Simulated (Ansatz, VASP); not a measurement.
**One calculation of V, two programs**

```
V
1.0
    -1.49918    1.49918    1.49918
     1.49918   -1.49918    1.49918
     1.49918    1.49918   -1.49918
V
1
Direct
  0.00000 0.00000 0.00000
```

Alike in both runs: task single point; functional PBE; k mesh 15 × 15 × 15; occupations gaussian, width 0.1 eV; no spin polarisation.

|  | VASP | Ansatz |
| --- | --- | --- |
| version | VASP 6.6.1 | Ansatz 0.2.0 |
| potentials or method | VASP PAW PBE potentials, release 64 (V_sv), cutoff 520 eV | plane waves (420 eV) with PAW, scalar-relativistic |
| valence electrons in the cell | 13 | 13 |

```csv
,VASP,Ansatz,Ansatz less VASP
pressure (GPa),-0.3,-0.5,-0.23
```
